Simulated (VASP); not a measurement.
The system is Sb.

```
CELL_PARAMETERS angstrom
0.00000 2.37124 2.37124
2.37124 0.00000 2.37124
2.37124 2.37124 0.00000
ATOMIC_POSITIONS crystal
Sb 0.00000 0.00000 0.00000
```

| Property | Result |
| --- | --- |
| Program | VASP 6.6.1 |
| Task | relaxation of cell and atoms |
| Functional | PBE |
| Dispersion | D3(BJ) |
| Potentials or basis | VASP PAW PBE potentials, release 64 (Sb) |
| Cutoff | 600 eV |
| k mesh | 10 × 10 × 10 |
| Occupations | fermi-dirac, width 0.05 eV |
| Spin | no spin polarisation |

At the start: pressure -1.4 GPa; volume 26.67 Å³/atom.

**Question.** Where does the relaxation end?

**Answer.** Over 3 steps the energy falls by 2.9 meV/atom and the volume is 26.03 Å³/atom (-2.4 %); space group Fm-3m (No. 225, to 0.05 Å).

Step by step:
| step | energy change (eV) | largest force (eV/Å) | pressure (GPa) | volume (Å³) |
| --- | --- | --- | --- | --- |
| 1 | 0.0000 | 0.0000 | -1.43 | 26.67 |
| 2 | -0.0024 | 0.0000 | 0.67 | 25.76 |
| 3 | -0.0029 | 0.0000 | 0.00 | 26.03 |

Final structure:
```
Sb
1.0
     0.00000    2.35211    2.35211
     2.35211    0.00000    2.35211
     2.35211    2.35211    0.00000
Sb
1
Direct
  0.00000 0.00000 0.00000
```

Caveat: pairwise dispersion overbinds metals, which lowers pressure and volume.
